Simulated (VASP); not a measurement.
# O (P2/c) in VASP: relaxation of cell and atoms with r2SCAN

Aim: the relaxation of cell and atoms of O with r2SCAN.

Program: VASP 6.6.1. These are calculated values, not measurements. Logs are shortened: lines on timing, memory, paths and dates and some standing lists are left out, and cuts for length are marked.

## 1. The cell of the first run

Symmetry: P2/c, No. 13, monoclinic system. Conventional cell: a = 3.892 Å, b = 3.789 Å, c = 3.117 Å, α = 90.00°, β = 108.65°, γ = 90.00°. Within 1.7 Å of O (site symmetry 1) lie 1 O at 1.23 Å.

## 2. Relaxation of cell and atoms, r2SCAN

POSCAR reads:

```
O
1.0
    3.8922577202      0.0000000000      0.0000000000
    0.0000000000      3.7894570000      0.0000000000
   -0.9966562331      0.0000000000      2.9534146937
O
4
Direct
    0.3329660000      0.6941230000      0.6812950000
    0.6670340000      0.6941230000      0.8187050000
    0.6670340000      0.3058770000      0.3187050000
    0.3329660000      0.3058770000      0.1812950000
```

INCAR.step1 reads:

```
PREC = Accurate ; ENCUT = 600
ISMEAR = 0 ; SIGMA = 0.1
LREAL = False ; LASPH = True
NELM = 80 ; GGA = PE
ALGO = Normal ; EDIFF = 1E-4
LWAVE = True ; LCHARG = False
```

INCAR.step2 reads:

```
PREC = Accurate ; ENCUT = 600
EDIFF = 1E-6 ; ISMEAR = 0
SIGMA = 0.1 ; LREAL = False
LASPH = True ; NELM = 80
ALGO = Normal ; ISIF = 3
LWAVE = False ; LCHARG = False
METAGGA = R2SCAN ; LMIXTAU = True
IBRION = 2 ; NSW = 90
EDIFFG = -0.04 ; ISTART = 1
```

KPOINTS reads:

```
Automatic mesh
0
Gamma
  6 4 6
```

Potentials or basis: VASP PAW PBE potentials, release 64 (O).

Run with:

```
$ cat potpaw_PBE.64/O/POTCAR > POTCAR
$ cp INCAR.step1 INCAR
$ mpirun -np 1 vasp_std > vasp.out
$ cp INCAR.step2 INCAR
$ mpirun -np 1 vasp_std > vasp.out
```

OUTCAR:

```text
PREC = Accurate
   ENCUT = 600
   EDIFF = 1E-6
   ISMEAR = 0
   LREAL = False
   LASPH = True
   NELM = 80
   ISIF = 3
   METAGGA = R2SCAN
   IBRION = 2
   NSW = 90
   EDIFFG = -0.04
   ISTART = 1

 ion  position               nearest neighbor table
   1  0.333  0.694  0.681-   2 1.23
   2  0.667  0.694  0.819-   1 1.23
   3  0.667  0.306  0.319-   4 1.23
   4  0.333  0.306  0.181-   3 1.23

  LATTYP: Found a simple monoclinic cell.
 ALAT       =     3.1170470000
 B/A-ratio  =     1.2157201993
 C/A-ratio  =     1.2487003630
 COS(beta)  =    -0.3197437296

  Lattice vectors:

 A1 = (  -0.9966562331,   0.0000000000,   2.9534146937)
 A2 = (   0.0000000000,  -3.7894570000,   0.0000000000)
 A3 = (   3.8922577202,   0.0000000000,   0.0000000000)

Analysis of symmetry for initial positions (statically):
=====================================================================
 Subroutine PRICEL returns:
 Original cell was already a primitive cell.

 Routine SETGRP: Setting up the symmetry group for a
 simple monoclinic supercell.

 Subroutine GETGRP returns: Found  4 space group operations
 (whereof  2 operations were pure point group operations)
 out of a pool of  4 trial point group operations.

The static configuration has the point symmetry S_2 .
 The point group associated with its full space group is C_2h.

Analysis of symmetry for dynamics (positions and initial velocities):
=====================================================================
 Subroutine PRICEL returns:
 Original cell was already a primitive cell.

 Routine SETGRP: Setting up the symmetry group for a
 simple monoclinic supercell.

 Subroutine GETGRP returns: Found  4 space group operations
 (whereof  2 operations were pure point group operations)
 out of a pool of  4 trial point group operations.

The dynamic configuration has the point symmetry S_2 .
 The point group associated with its full space group is C_2h.

 Subroutine INISYM returns: Found  4 space group operations
 (whereof  2 operations are pure point group operations),
 and found     1 'primitive' translations

----------------------------------------------------------------------------------------

                                     Primitive cell

  volume of cell :      43.5615

[... 83 lines left out ...]
   PREC   = accura    normal or accurate (medium, high low for compatibility)
   ISTART =      1    job   : 0-new  1-cont  2-samecut
   ICHARG =      0    charge: 1-file 2-atom 10-const
   ISPIN  =      1    spin polarized calculation?
   LNONCOLLINEAR =      F non collinear calculations
   LSORBIT =      F    spin-orbit coupling
   LASPH  =      T    aspherical Exc in radial PAW
   ENCUT  =  600.0 eV  44.10 Ry    6.64 a.u.   7.77  7.57  6.23*2*pi/ulx,y,z
   NELM   =     80;   NELMIN=  2; NELMDL=  0     # of ELM steps
   EDIFF  = 0.1E-05   stopping-criterion for ELM
   LREAL  =      F    real-space projection
   EDIFFG = -.4E-01   stopping-criterion for IOM
   NSW    =     90    number of steps for IOM
   IBRION =      2    ionic relax: 0-MD 1-quasi-New 2-CG
   NFREE  =      1    steps in history (QN), initial steepest desc. (CG)
   ISIF   =      3    stress and relaxation
   ISYM   =      2    0-nonsym 1-usesym 2-fastsym
   POTIM  = 0.5000    time-step for ionic-motion
   TEBEG  =    0.0;   TEEND  =   0.0 temperature during run
   PSTRESS=    0.0 pullay stress
   NELECT =      24.0000    total number of electrons
   NUPDOWN=      -1.0000    fix difference up-down
   EMIN   =  10.00;   EMAX   =-10.00  energy-range for DOS
   EFERMI =   0.00;   METHOD = LEGACY
   ISMEAR =     0;   SIGMA  =   0.10  broadening in eV -4-tet -1-fermi 0-gaus
   EFERMI_NEDOS =   21; number of points for ismear=-14 and -15
   IALGO  =     38    algorithm
   IMIX   =      4    mixing-type and parameters
     AMIX     =   0.40;   BMIX     =  1.00
     AMIX_MAG =   1.60;   BMIX_MAG =  1.00
  volume/ion in A,a.u.               =      10.89        73.49
  Fermi-wavevector in a.u.,A,eV,Ry     =   1.342077  2.536159 24.506431  1.801172
  Thomas-Fermi vector in A             =   2.470260
   LORBIT       =      0    0 simple, 1 ext, 2 COOP (PROOUT), +10 PAW based schemes
   METAGGA = R2SCAN    functional components
   LHFCALC =     F    Hartree Fock is set to
   AEXX    =    0.0000 exact exchange contribution
   IVDW    =     0    specifies the selected vdW correction
   LEPSILON=     F    determine dielectric tensor
   LRPA    =     F    only Hartree local field effects (RPA)
 conjugate gradient relaxation of ions
 non-spin polarized calculation
 Gauss-broadening in eV      SIGMA  =   0.10
  energy-cutoff  :      600.00
  volume of cell :       43.56
 maximum number of plane-waves:      1467
   NGX = 15   NGY = 15   NGZ = 13

--------------------------------------- Ionic step        1  -------------------------------------------

 number of electron      23.9999998 magnetization

 Free energy of the ion-electron system (eV)
  ---------------------------------------------------
  ext. energy  EPLUGINS =         0.00000000
  ---------------------------------------------------
  free energy    TOTEN  =       -23.13276012 eV

  energy without entropy =      -23.13275915  energy(sigma->0) =      -23.13275964

------------------------ aborting loop because EDIFF is reached ----------------------------------------

  FORCE on cell =-STRESS in cart. coord.  units (eV):
  Direction    XX          YY          ZZ          XY          YZ          ZX
  --------------------------------------------------------------------------------------
  -------------------------------------------------------------------------------------
  Total       -1.2509674      0.1617040     -0.8545647      0.0000000      0.0000000     -0.6737307
  in kB      -46.0101423      5.9474155    -31.4305899      0.0000000      0.0000000    -24.7795777
  external PRESSURE =     -23.8311056 kB  Pullay stress =       0.0000000 kB
[... 1016 lines left out ...]
      5      -9.2029      2.00000
      6      -8.6727      2.00000
[... 8 lines left out ...]
     15      10.0788      0.00000
     16      10.8706      0.00000

 [... further k-points ...]

[... ionic steps 4 to 15 ...]

--------------------------------------- Ionic step       16  -------------------------------------------

 number of electron      23.9999992 magnetization

------------------------ aborting loop because EDIFF is reached ----------------------------------------
[... 71 lines left out ...]
--------------------------------------- Ionic step       18  -------------------------------------------

 number of electron      23.9999992 magnetization

 Free energy of the ion-electron system (eV)
  ---------------------------------------------------
  ext. energy  EPLUGINS =         0.00000000
  ---------------------------------------------------
  free energy    TOTEN  =       -23.19189736 eV

  energy without entropy =      -23.19189736  energy(sigma->0) =      -23.19189736

 E-fermi :  -0.3790     XC(G=0):  -9.5427

 val. band max:       -0.7899552185   @ k =   0.0000   0.5000   0.0000
 cond. band min:       0.2476214272   @ k =   0.5000   0.5000  -0.0000
 fundamental gap:      1.0375766457
 Fermi energy:        -0.3789565748
[... 487 lines left out ...]
  FREE ENERGIE OF THE ION-ELECTRON SYSTEM (eV)
  ---------------------------------------------------
  free  energy   TOTEN  =       -23.1918973627 eV

  energy  without entropy=      -23.1918973627  energy(sigma->0) =      -23.19189736

 reached required accuracy - stopping structural energy minimisation
```

OUTCAR.step1:

```text
PREC = Accurate
   ENCUT = 600
   ISMEAR = 0
   LREAL = False
   LASPH = True
[... 688 lines left out ...]
      0.61697      2.63035      2.01215         0.240863     -0.109004      0.170212
      1.78030      2.63035      2.41798        -0.240863     -0.109004     -0.170212
      2.27863      1.15911      0.94127        -0.240863      0.109004     -0.170212
      1.11530      1.15911      0.53544         0.240863      0.109004      0.170212
 -----------------------------------------------------------------------------------
    total drift:                               -0.000000      0.000000      0.000000

  FREE ENERGIE OF THE ION-ELECTRON SYSTEM (eV)
  ---------------------------------------------------
  free  energy   TOTEN  =       -19.6761887743 eV

  energy  without entropy=      -19.6761846392  energy(sigma->0) =      -19.67618671
```

OSZICAR.step1:

```text
N       E                     dE             d eps       ncg     rms          rms(c)
DAV:   1     0.157672637207E+03    0.15767E+03   -0.15673E+04  1920   0.161E+03
DAV:   2    -0.144445195805E+02   -0.17212E+03   -0.16986E+03  2768   0.332E+02
DAV:   3    -0.202399101011E+02   -0.57954E+01   -0.57884E+01  2376   0.695E+01
DAV:   4    -0.202797475706E+02   -0.39837E-01   -0.39816E-01  2592   0.583E+00
DAV:   5    -0.202800920422E+02   -0.34447E-03   -0.34445E-03  2264   0.490E-01    0.648E+00
DAV:   6    -0.197784611734E+02    0.50163E+00   -0.50747E-01  2368   0.722E+00    0.346E+00
DAV:   7    -0.196721565214E+02    0.10630E+00   -0.52361E-01  2640   0.683E+00    0.672E-01
DAV:   8    -0.196768066047E+02   -0.46501E-02   -0.55394E-02  2392   0.218E+00    0.162E-01
DAV:   9    -0.196761800470E+02    0.62656E-03   -0.23539E-03  2496   0.500E-01    0.570E-02
DAV:  10    -0.196761887743E+02   -0.87273E-05   -0.16189E-04  1960   0.126E-01
   1 F= -.19676189E+02 E0= -.19676187E+02  d E =-.413509E-05
```

Wall time 18 min (1 thread of Intel Xeon Platinum 8488C (Sapphire Rapids), shared host); peak memory 0.18 GiB.

What came out:

- Free energy: -23.1919 eV
- Relaxed volume: 11.90 Å³/atom
- Relaxed cell: a = 4.103 Å, b = 4.083 Å, c = 3.005 Å, α = 90.00°, β = 109.01°, γ = 90.00°
- Space group after relaxing (to 0.1 Å): P2/c (No. 13)
- Energy gained by relaxing: 14.8 meV/atom
- Ionic steps: 18
- Pressure after relaxing: -0.1 GPa
- Largest force after relaxing: 0.036 eV/Å
- Band gap on the k mesh: 1.04 eV (least direct gap 1.10 eV)

Forces in eV/Å, atoms in the order of the input:
```
O   -0.020 -0.031 -0.002
O    0.020 -0.031  0.002
O    0.020  0.031  0.002
O   -0.020  0.031 -0.002
```

The path:
| step | energy change (eV) | largest force (eV/Å) | pressure (GPa) | volume (Å³) |
| --- | --- | --- | --- | --- |
| 1 | 0.0000 | 0.8926 | -2.38 | 43.56 |
| 2 | 0.8821 | 10.6301 | 30.30 | 42.54 |
| 3 | -0.0107 | 0.1933 | 0.10 | 43.44 |
| 4 | -0.0108 | 0.1846 | 0.25 | 43.44 |
| 5 | -0.0108 | 0.1854 | 0.31 | 43.43 |
| 6 | -0.0207 | 0.1077 | 0.65 | 43.47 |
| 7 | -0.0230 | 0.1656 | 0.93 | 43.50 |
| 8 | -0.0315 | 0.0982 | 1.11 | 43.85 |
| 9 | -0.0417 | 0.1953 | 1.80 | 44.89 |
| 10 | -0.0466 | 0.2703 | 0.60 | 45.42 |
| 11 | -0.0479 | 0.5413 | -0.55 | 45.94 |
| 12 | -0.0496 | 0.5045 | -0.55 | 46.09 |
| 13 | -0.0539 | 0.3929 | -0.55 | 46.53 |
| 14 | -0.0585 | 0.1679 | -0.49 | 47.42 |
| 15 | -0.0589 | 0.0932 | -0.46 | 47.75 |
| 16 | -0.0590 | 0.0468 | -0.25 | 47.68 |
| 17 | -0.0591 | 0.0439 | -0.08 | 47.62 |
| 18 | -0.0591 | 0.0364 | -0.08 | 47.60 |

Final structure:
```xyz
4
Lattice="4.1029 0.0000 0.0495 0.0000 4.0832 0.0000 -1.0132 0.0000 2.8290" Properties=species:S:1:pos:R:3 pbc="T T T"
O     0.7169    2.7842    1.9402
O     1.8663    2.7842    2.3529
O     2.3729    1.2990    0.9384
O     1.2235    1.2990    0.5257
```

Caveat: the standard files for N, O and F lose accuracy on very short bonds; spin is off for a triplet molecule; the PAW data sets were made with another functional, which shifts forces and pressure a little.
